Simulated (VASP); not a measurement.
# C (Fd-3m) in VASP: single point with r2SCAN

Aim: the single point of C with r2SCAN.

All numbers are computed with VASP 6.6.1; they aren't measurements. Logs are shortened: lines on timing, memory, paths and dates and some standing lists are left out, and cuts for length are marked.

## 1. The cell of the first run

It takes space group Fd-3m (No. 227, cubic). The conventional cell has a = 3.607 Å, b = 3.607 Å, c = 3.607 Å, α = 90.00°, β = 90.00°, γ = 90.00°. Within 2.1 Å of C (site symmetry -43m) lie 4 C at 1.56 Å.

## 2. Single point, r2SCAN (5.87 Å³/atom)

Contents of POSCAR:

```
C
1.0
    0.0000000000      1.8035269738      1.8035269738
    1.8035269738      0.0000000000      1.8035269738
    1.8035269738      1.8035269738      0.0000000000
C
2
Direct
    0.0000000000      0.0000000000      0.0000000000
    0.2500000000      0.2500000000      0.2500000000
```

Contents of INCAR.step1:

```
PREC     = Accurate       # precision mode
ENCUT    = 910            # plane-wave cutoff, eV
ISMEAR   = 0              # smearing method
SIGMA    = 0.05           # smearing width, eV
LREAL    = F              # projectors in reciprocal space
LASPH    = T              # aspherical terms in the spheres
NELM     = 120            # most SCF steps
NBANDS   = 11             # bands
GGA      = PE             # functional
ALGO     = Normal         # electronic algorithm
EDIFF    = 1E-5           # SCF threshold, eV
LWAVE    = T              # write WAVECAR
LCHARG   = F              # write CHGCAR
GGA_COMPAT= F
```

Contents of INCAR.step2:

```
PREC     = Accurate       # precision mode
ENCUT    = 910            # plane-wave cutoff, eV
EDIFF    = 1E-6           # SCF threshold, eV
ISMEAR   = 0              # smearing method
SIGMA    = 0.05           # smearing width, eV
LREAL    = F              # projectors in reciprocal space
LASPH    = T              # aspherical terms in the spheres
NELM     = 120            # most SCF steps
ALGO     = Normal         # electronic algorithm
ISIF     = 2              # what is computed and relaxed
LWAVE    = F              # write WAVECAR
LCHARG   = T              # write CHGCAR
METAGGA  = R2SCAN         # meta-GGA
LMIXTAU  = T            
LELF     = T              # ELF
LVHAR    = T            
NBANDS   = 11             # bands
ISTART   = 1            
GGA_COMPAT= F
```

Contents of KPOINTS:

```
regular mesh
0
Gamma
  12 12 12
```

Potentials or basis: VASP PAW PBE potentials, release 64 (C_h).

Command:

```
$ cat potpaw_PBE.64/C_h/POTCAR > POTCAR
$ cp INCAR.step1 INCAR
$ mpirun -np 1 vasp_std > vasp.out
$ cp INCAR.step2 INCAR
$ mpirun -np 1 vasp_std > vasp.out
```

OUTCAR:

```text
PREC = Accurate
   ENCUT = 910
   EDIFF = 1E-6
   ISMEAR = 0
   LREAL = F
   LASPH = T
   NELM = 120
   ISIF = 2
   METAGGA = R2SCAN
   ISTART = 1

 ion  position               nearest neighbor table
   1  0.000  0.000  0.000-
   2  0.250  0.250  0.250-

  LATTYP: Found a face centered cubic cell.
 ALAT       =     3.6070539476

  Lattice vectors:

 A1 = (   0.0000000000,   1.8035269738,   1.8035269738)
 A2 = (   1.8035269738,   0.0000000000,   1.8035269738)
 A3 = (   1.8035269738,   1.8035269738,   0.0000000000)

Analysis of symmetry for initial positions (statically):
=====================================================================
 Subroutine PRICEL returns:
 Original cell was already a primitive cell.

 Routine SETGRP: Setting up the symmetry group for a
 face centered cubic supercell.

 Subroutine GETGRP returns: Found 48 space group operations
 (whereof 24 operations were pure point group operations)
 out of a pool of 48 trial point group operations.

The static configuration has the point symmetry T_d .
 The point group associated with its full space group is O_h .

Analysis of symmetry for dynamics (positions and initial velocities):
=====================================================================
 Subroutine PRICEL returns:
 Original cell was already a primitive cell.

 Routine SETGRP: Setting up the symmetry group for a
 face centered cubic supercell.

 Subroutine GETGRP returns: Found 48 space group operations
 (whereof 24 operations were pure point group operations)
 out of a pool of 48 trial point group operations.

The dynamic configuration has the point symmetry T_d .
 The point group associated with its full space group is O_h .

 Subroutine INISYM returns: Found 48 space group operations
 (whereof 24 operations are pure point group operations),
 and found     1 'primitive' translations

----------------------------------------------------------------------------------------

                                     Primitive cell

  volume of cell :      11.7327

  direct lattice vectors                    reciprocal lattice vectors
     0.000000000  1.803526974  1.803526974    -0.277234556  0.277234556  0.277234556
     1.803526974  0.000000000  1.803526974     0.277234556 -0.277234556  0.277234556
     1.803526974  1.803526974  0.000000000     0.277234556  0.277234556 -0.277234556

  length of vectors
     2.550572306  2.550572306  2.550572306     0.480184337  0.480184337  0.480184337

  position of ions in fractional coordinates (direct lattice)
     0.000000000  0.000000000  0.000000000
     0.250000000  0.250000000  0.250000000

  ion indices of the primitive-cell ions
   primitive index   ion index
                 1           1
                 2           2

----------------------------------------------------------------------------------------

 KPOINTS: regular mesh

Automatic generation of k-mesh.
 Grid dimensions read from file:
 generate k-points for:   12   12   12

 Generating k-lattice:

  Cartesian coordinates                     Fractional coordinates (reciprocal lattice)
    -0.023102880  0.023102880  0.023102880     0.083333333  0.000000000  0.000000000
     0.023102880 -0.023102880  0.023102880     0.000000000  0.083333333  0.000000000
     0.023102880  0.023102880 -0.023102880     0.000000000  0.000000000  0.083333333

  Length of vectors
     0.040015361  0.040015361  0.040015361

  Shift w.r.t. Gamma in fractional coordinates (k-lattice)
     0.000000000  0.000000000  0.000000000

 Subroutine IBZKPT returns following result:
 ===========================================

 Found     72 irreducible k-points:

 Following reciprocal coordinates:
            Coordinates               Weight
  0.000000  0.000000  0.000000      1.000000
  0.083333  0.000000  0.000000      8.000000
  0.166667  0.000000  0.000000      8.000000
  0.250000  0.000000  0.000000      8.000000
  0.333333  0.000000  0.000000      8.000000
  0.416667  0.000000  0.000000      8.000000
[... 16 lines left out ...]
  0.500000  0.166667  0.000000     24.000000
 -0.416667  0.166667  0.000000     24.000000
 [... further k-points ...]
   k-points           NKPTS =     72   k-points in BZ     NKDIM =     72   number of bands    NBANDS=     11
   number of dos      NEDOS =    301   number of ions     NIONS =      2
   total plane-waves  NPLWV =  21952
   dimension x,y,z NGX =    28 NGY =   28 NGZ =   28
   dimension x,y,z NGXF=    56 NGYF=   56 NGZF=   56
   ions per type =               2
   NGX,Y,Z   is equivalent  to a cutoff of  18.25, 18.25, 18.25 a.u.
   NGXF,Y,Z  is equivalent  to a cutoff of  36.50, 36.50, 36.50 a.u.
 SYSTEM =  unknown system
   PREC   = accura    normal or accurate (medium, high low for compatibility)
   ISTART =      1    job   : 0-new  1-cont  2-samecut
   ICHARG =      0    charge: 1-file 2-atom 10-const
   ISPIN  =      1    spin polarized calculation?
   LNONCOLLINEAR =      F non collinear calculations
   LSORBIT =      F    spin-orbit coupling
   LASPH  =      T    aspherical Exc in radial PAW
   ENCUT  =  910.0 eV  66.88 Ry    8.18 a.u.   6.27  6.27  6.27*2*pi/ulx,y,z
   NELM   =    120;   NELMIN=  2; NELMDL=  0     # of ELM steps
   EDIFF  = 0.1E-05   stopping-criterion for ELM
   LREAL  =      F    real-space projection
   EDIFFG = 0.1E-04   stopping-criterion for IOM
   NSW    =      0    number of steps for IOM
   IBRION =     -1    ionic relax: 0-MD 1-quasi-New 2-CG
   NFREE  =      0    steps in history (QN), initial steepest desc. (CG)
   ISIF   =      2    stress and relaxation
   ISYM   =      2    0-nonsym 1-usesym 2-fastsym
   POTIM  = 0.5000    time-step for ionic-motion
   TEBEG  =    0.0;   TEEND  =   0.0 temperature during run
   PSTRESS=    0.0 pullay stress
   NELECT =       8.0000    total number of electrons
   NUPDOWN=      -1.0000    fix difference up-down
   EMIN   =  10.00;   EMAX   =-10.00  energy-range for DOS
   EFERMI =   0.00;   METHOD = LEGACY
   ISMEAR =     0;   SIGMA  =   0.05  broadening in eV -4-tet -1-fermi 0-gaus
   EFERMI_NEDOS =   21; number of points for ismear=-14 and -15
   IALGO  =     38    algorithm
   IMIX   =      4    mixing-type and parameters
     AMIX     =   0.40;   BMIX     =  1.00
     AMIX_MAG =   1.60;   BMIX_MAG =  1.00
  volume/ion in A,a.u.               =       5.87        39.59
  Fermi-wavevector in a.u.,A,eV,Ry     =   1.440917  2.722938 28.248970  2.076241
  Thomas-Fermi vector in A             =   2.559607
   LORBIT       =      0    0 simple, 1 ext, 2 COOP (PROOUT), +10 PAW based schemes
   METAGGA = R2SCAN    functional components
   LHFCALC =     F    Hartree Fock is set to
   AEXX    =    0.0000 exact exchange contribution
   IVDW    =     0    specifies the selected vdW correction
   LEPSILON=     F    determine dielectric tensor
   LRPA    =     F    only Hartree local field effects (RPA)
 non-spin polarized calculation
 Gauss-broadening in eV      SIGMA  =   0.05
  energy-cutoff  :      910.00
  volume of cell :       11.73
 maximum number of plane-waves:       751
 NGX is ok and might be reduce to    28
   NGX = 13   NGY = 13   NGZ = 13

 number of electron       8.0000000 magnetization

 Free energy of the ion-electron system (eV)
  ---------------------------------------------------
  ext. energy  EPLUGINS =         0.00000000
  ---------------------------------------------------
  free energy    TOTEN  =       -19.69473619 eV

  energy without entropy =      -19.69473619  energy(sigma->0) =      -19.69473619

 E-fermi :  10.5869     XC(G=0): -14.0865

 val. band max:       10.3855721859   @ k =   0.0000   0.0000   0.0000
 cond. band min:      14.6792211351   @ k =   0.3333   0.3333   0.0000
 fundamental gap:      4.2936489492
 Fermi energy:        10.5869242817

 k-point     1 :       0.0000    0.0000    0.0000
  band No.  band energies     occupation
      1     -11.8243      2.00000
      2      10.3856      2.00000
      3      10.3856      2.00000
      4      10.3856      2.00000
      5      16.1692      0.00000
      6      16.1692      0.00000
      7      16.1692      0.00000
      8      23.4361      0.00000
      9      30.3263      0.00000
     10      37.3697      0.00000
     11      37.3697      0.00000

 k-point     2 :       0.0833    0.0000    0.0000
  band No.  band energies     occupation
      1     -11.6282      2.00000
      2       9.1086      2.00000
      3      10.0555      2.00000
      4      10.0555      2.00000
      5      16.6034      0.00000
      6      16.6034      0.00000
      7      16.8878      0.00000
      8      23.6650      0.00000
      9      30.6680      0.00000
     10      35.3952      0.00000
     11      35.3952      0.00000

 k-point     3 :       0.1667    0.0000    0.0000
  band No.  band energies     occupation
      1     -11.0424      2.00000
      2       6.4847      2.00000
      3       9.3371      2.00000
      4       9.3371      2.00000
      5      17.5503      0.00000
      6      17.5503      0.00000
      7      17.9252      0.00000
      8      24.3323      0.00000
      9      31.3852      0.00000
     10      33.7973      0.00000
     11      33.7973      0.00000
[... 267 lines left out ...]
 k-point    23 :       0.5000    0.1667    0.0000
  band No.  band energies     occupation
      1      -6.0247      2.00000
      2      -1.9626      2.00000
      3       5.2201      2.00000
      4       6.3264      2.00000
      5      17.7166      0.00000
      6      21.4705      0.00000
      7      21.7024      0.00000
      8      25.1891      0.00000
      9      31.2735      0.00000
     10      34.9276      0.00000
     11      37.7399      0.00000

 k-point    24 :      -0.4167    0.1667    0.0000
  band No.  band energies     occupation
      1      -5.6249      2.00000
      2      -2.4508      2.00000
      3       4.7293      2.00000
      4       6.7103      2.00000
      5      18.1585      0.00000
      6      20.9635      0.00000
      7      21.6850      0.00000
      8      26.3829      0.00000
      9      30.5329      0.00000
     10      35.2560      0.00000
     11      35.7336      0.00000

 [... further k-points ...]

------------------------ aborting loop because EDIFF is reached ----------------------------------------

  FORCE on cell =-STRESS in cart. coord.  units (eV):
  Direction    XX          YY          ZZ          XY          YZ          ZX
  --------------------------------------------------------------------------------------
  -------------------------------------------------------------------------------------
  Total       -1.2589199     -1.2589199     -1.2589199     -0.0000000      0.0000000      0.0000000
  in kB     -171.9138032   -171.9138032   -171.9138032     -0.0000000      0.0000000      0.0000000
  external PRESSURE =    -171.9138032 kB  Pullay stress =       0.0000000 kB

 VOLUME and BASIS-vectors are now :
 -----------------------------------------------------------------------------
  energy-cutoff  :      910.00
  volume of cell :       11.73
      direct lattice vectors                 reciprocal lattice vectors
     0.000000000  1.803526974  1.803526974    -0.277234556  0.277234556  0.277234556
     1.803526974  0.000000000  1.803526974     0.277234556 -0.277234556  0.277234556
     1.803526974  1.803526974  0.000000000     0.277234556  0.277234556 -0.277234556

 POSITION                                       TOTAL-FORCE (eV/Angst)
 -----------------------------------------------------------------------------------
      0.00000      0.00000      0.00000        -0.000000     -0.000000     -0.000000
      0.90176      0.90176      0.90176         0.000000      0.000000      0.000000
 -----------------------------------------------------------------------------------
    total drift:                                0.000000      0.000000      0.000000

  FREE ENERGIE OF THE ION-ELECTRON SYSTEM (eV)
  ---------------------------------------------------
  free  energy   TOTEN  =       -19.6947361933 eV

  energy  without entropy=      -19.6947361933  energy(sigma->0) =      -19.69473619
```

It took 50 s on 1 thread of Intel Xeon Platinum 8488C (Sapphire Rapids), shared host; peak memory 0.16 GiB.

What came out:

```yaml
Free_energy: -19.6947 eV
Pressure: -17.2 GPa
Band_gap_on_the_k_mesh: 4.29 eV (least direct gap 5.78 eV)
```

Levels at points of the mesh, in eV from the valence-band top:
| k point | band 2 | band 3 | band 4 | band 5 | band 6 | band 7 |
| --- | --- | --- | --- | --- | --- | --- |
| (0.00, 0.00, 0.00) | 0.00 | 0.00 | 0.00 | 5.78 | 5.78 | 5.78 |
| (0.50, 0.00, 0.00) | -13.65 | -2.88 | -2.88 | 8.68 | 8.77 | 8.77 |
| (0.50, 0.50, 0.00) | -13.33 | -6.43 | -6.43 | 4.95 | 4.95 | 17.38 |

Caveat: the cell stands under tension; the PAW data sets were made with another functional, which shifts forces and pressure a little. A k mesh can miss the band edges.
